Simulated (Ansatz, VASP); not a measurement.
## ZnS in VASP and in Ansatz

File INCAR:

```
ALGO = Normal
EDIFF = 1E-6
ENCUT = 520
GGA = PE
ISIF = 2
ISMEAR = -1
LASPH = True
LCHARG = False
LREAL = False
LWAVE = False
NBANDS = 26
NELM = 60
PREC = Accurate
SIGMA = 0.03
```

Contents of KPOINTS:

```
k-points
0
Gamma
  8 8 5
```

POSCAR

```
ZnS
1.0
    3.8109987816      0.0000000000      0.0000000000
   -1.9054993908      3.3004217586      0.0000000000
    0.0000000000      0.0000000000      6.1716600000
Zn S
2 2
Direct
    0.3333333333      0.6666666667      0.0000000000
    0.6666666667      0.3333333333      0.5000000000
    0.3333333333      0.6666666667      0.3850000000
    0.6666666667      0.3333333333      0.8850000000
```

Input for Ansatz:

```yaml
crystal:
  lattice:
    - [3.8109987816, 0.0, 0.0]
    - [-1.9054993908, 3.3004217586, 0.0]
    - [0.0, 0.0, 6.17166]
  atoms:
    - { symbol: Zn, position: [0.3333333333, 0.6666666667, 0.0] }
    - { symbol: Zn, position: [0.6666666667, 0.3333333333, 0.5] }
    - { symbol: S, position: [0.3333333333, 0.6666666667, 0.385] }
    - { symbol: S, position: [0.6666666667, 0.3333333333, 0.885] }
kpoints:
  mp_grid: { grid: [8, 8, 5] }
  band_path:
    path:
      - [0.0, 0.0, 0.0]
      - [0.5, 0.0, 0.0]
      - [0.3333333333, 0.3333333333, 0.0]
      - [0.0, 0.0, 0.0]
      - [0.0, 0.0, 0.5]
      - [0.5, 0.0, 0.5]
      - [0.3333333333, 0.3333333333, 0.5]
      - [0.0, 0.0, 0.5]
      - [0.5, 0.0, 0.5]
    npoints: 5
scf:
  occupations: { method: fermi_dirac, width: 0.03 }
hamiltonian:
  xc: pbe
  pseudopotentials: { kind: all_electron, lapw: { basis_error: 0.001 } }
output:
  forces: true
  stress: true
  eigenvalues: true
```

Change from the starting cell: zz strain of -1 %.

Alike in both runs: task single point; functional PBE; k mesh 8 × 8 × 5; occupations fermi-dirac, width 0.03 eV; no spin polarisation.

|  | VASP | Ansatz |
| --- | --- | --- |
| version | VASP 6.6.1 | Ansatz 0.2.0 |
| potentials or method | VASP PAW PBE potentials, release 64 (Zn, S), cutoff 520 eV | all-electron LAPW, scalar-relativistic |

Ansatz gave:

* gap on the k mesh at the Fermi level (eV): 2.28
* pressure (GPa): 3.1
* traceless stress, the component that is largest in VASP (GPa): -0.54
* rms of the force components (eV/Å): 0.159

Q: Estimate VASP's values.

A: gap on the k mesh at the Fermi level (eV): 2.28; pressure (GPa): 3.2; traceless stress, the component that is largest in VASP (GPa): -0.56; rms of the force components (eV/Å): 0.160.

Atom by atom the forces differ by 0.001 eV/Å (rms over components). Ansatz ran all-electron here, and VASP with PAW potentials.
